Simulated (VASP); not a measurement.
Write the native input for VASP 6.6.1 that does the following.

```
Task                   : single point
Functional             : PBE
Potentials or basis    : VASP PAW PBE potentials, release 64 (Cs_sv, Pr_3), 4f in core
Cutoff                 : 500 eV
k mesh                 : 4 × 4 × 4
Occupations            : gaussian, width 0.2 eV
Spin                   : no spin polarisation
Dipole correction      : no
Mended                 : yes
Further INCAR settings : ALGO = Normal; EDIFF = 1e-06; NBANDS = 27
```

The structure of Cs3Pr lies in POSCAR:

```
Cs3Pr
1.0
    8.5477135899      0.0000000036      0.0000000000
   -4.2738567981      7.4025371114      0.0000000000
    0.0000000000      0.0000000000      4.1555356474
Cs Pr
3 1
Direct
    0.5000000000      0.0000000000      0.5000000000
    0.0000000000      0.5000000000      0.5000000000
    0.5000000000      0.5000000000      0.5000000000
    0.0000000000      0.0000000000      0.0000000000
```

The cell was built from a structure type or drawn by symmetry, and may not be a known phase.

The input as run:

INCAR

```
SYSTEM = Cs3Pr
PREC = Accurate
ENCUT = 500
EDIFF = 1E-6
ISMEAR = 0
SIGMA = 0.2
LREAL = .FALSE.
LASPH = .TRUE.
NELM = 200
ALGO = Normal
ISIF = 2
LWAVE = .FALSE.
LCHARG = .FALSE.
GGA = PE
NBANDS = 27
GGA_COMPAT = .FALSE.
LMAXMIX = 6
```

KPOINTS

```
Automatic mesh
0
G
  4 4 4
  0 0 0
```

Potentials or basis: VASP PAW PBE potentials, release 64 (Cs_sv, Pr_3), 4f in core.

Command:

```sh
$ cat potpaw_PBE.64/Cs_sv/POTCAR potpaw_PBE.64/Pr_3/POTCAR > POTCAR
$ mpirun -np 1 vasp_std > vasp.out
```

Results of the run:

```yaml
Pressure: 0.5 GPa
Band_gap_on_the_k_mesh: zero (bands 19 and 20 overlap by 0.52 eV)
```

Caveat: the k points lie up to 0.38 Å⁻¹ apart, too coarse for converged energies and pressures of a metal; spin-orbit coupling is left out, which moves the levels of the heavy elements; the 4f electrons are frozen in the core, so they carry no moment and show no levels.

It took 60 s on 1 thread of Intel(R) Xeon(R) 6975P-C (Granite Rapids), with other jobs on the host, peak memory 0.37 GiB.
